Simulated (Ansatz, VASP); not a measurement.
## In in VASP and in Ansatz

The input INCAR:

```
  PREC = Accurate
  ENCUT = 520
  EDIFF = 1E-8
  ISMEAR = -1
  SIGMA = 0.03
  LREAL = F
  LASPH = T
  NELM = 80
  ALGO = Normal
  ISIF = 2
  LWAVE = F
  LCHARG = F
  GGA = PE
  LEFG = T
  NBANDS = 12
```

File KPOINTS:

```
regular mesh
0
Gamma
  17 17 17
```

Contents of POSCAR:

```
In
1.0
   -1.7279452601      1.7279452601      2.3424303480
    1.7279452601     -1.7279452601      2.3424303480
    1.7279452601      1.7279452601     -2.3424303480
In
1
Direct
    0.0000000000      0.0000000000      0.0000000000
```

Input for Ansatz:

```yaml
crystal:
  lattice:
    - [-1.7279452601, 1.7279452601, 2.342430348]
    - [1.7279452601, -1.7279452601, 2.342430348]
    - [1.7279452601, 1.7279452601, -2.342430348]
  atoms:
    - { symbol: In, position: [0.0, 0.0, 0.0] }
kpoints:
  mp_grid: { grid: [17, 17, 17] }
scf:
  occupations: { method: fermi_dirac, width: 0.03 }
hamiltonian:
  xc: pbe
  pseudopotentials: { kind: paw }
output:
  forces: true
  stress: true
  eigenvalues: true
  efg: { contact_densities: true }
```

Change from the starting cell: volume scaled by 1.06, PAW files.

Alike in both runs: task electric field gradients; functional PBE; k mesh 17 × 17 × 17; occupations fermi-dirac, width 0.03 eV; no spin polarisation.

|  | VASP | Ansatz |
| --- | --- | --- |
| version | VASP 6.6.1 | Ansatz 0.2.0 |
| potentials or method | VASP PAW PBE potentials, release 64 (In_d) | PAW with Ansatz's default frozen-core files, scalar-relativistic |
| plane-wave cutoff (eV) | 520 | 420 |
| valence electrons in the cell | 13 | 13 |

Ansatz gave:

- pressure (GPa): -0.6
- traceless stress, the component that is largest in VASP (GPa): -0.18
- size of Vzz on the site where it differs most (V/Å²): 7.7

Task: Which values does VASP return?

Result: Pressure (GPa): -0.7; traceless stress, the component that is largest in VASP (GPa): -0.18; size of Vzz on the site where it differs most (V/Å²): 7.5.
